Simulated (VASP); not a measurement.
# Be: band structure with PBE

The system is Be.

```
Be
1.0
    -1.25312    1.25312    1.25312
     1.25312   -1.25312    1.25312
     1.25312    1.25312   -1.25312
Be
1
Direct
  0.00000 0.00000 0.00000
```

This isn't the form of Be at room conditions, which is hcp.

```
Program                : VASP 6.6.1
Task                   : band structure
Functional             : PBE
Potentials or basis    : VASP PAW PBE potentials, release 64 (Be)
Cutoff                 : 500 eV
k mesh                 : 29 × 29 × 29
Occupations            : methfessel-paxton, width 0.05 eV
Spin                   : no spin polarisation
Tolerance level        : standard
Purpose                : bands
Route                  : KPOINTS_OPT
Further INCAR settings : ALGO = Normal; EDIFF = 1e-07; NBANDS = 12
```

The pressure is -0.7 GPa and the band gap along the path is zero within the smearing.

Levels at the corners of the path, in eV from the Fermi level:
```tsv
point	band 1	band 2	band 3	band 4	band 5
Γ	-12.33	19.25	19.25	19.25	30.61
H	3.87	3.87	3.87	9.71	9.71
H	3.87	3.87	3.87	9.71	9.71
N	-5.31	0.28	12.15	15.35	20.28
N	-5.31	0.28	12.15	15.35	20.28
Γ	-12.33	19.25	19.25	19.25	30.61
Γ	-12.33	19.25	19.25	19.25	30.61
P	0.51	0.51	0.51	9.00	36.51
P	0.51	0.51	0.51	9.00	36.51
H	3.87	3.87	3.87	9.71	9.71
P	0.51	0.51	0.51	9.00	36.51
N	-5.31	0.28	12.15	15.35	20.28
```

Wall time 23 s on 1 thread of AMD EPYC 9R45 96-Core Processor (Zen 5), with other jobs on the host, peak memory 0.15 GiB.
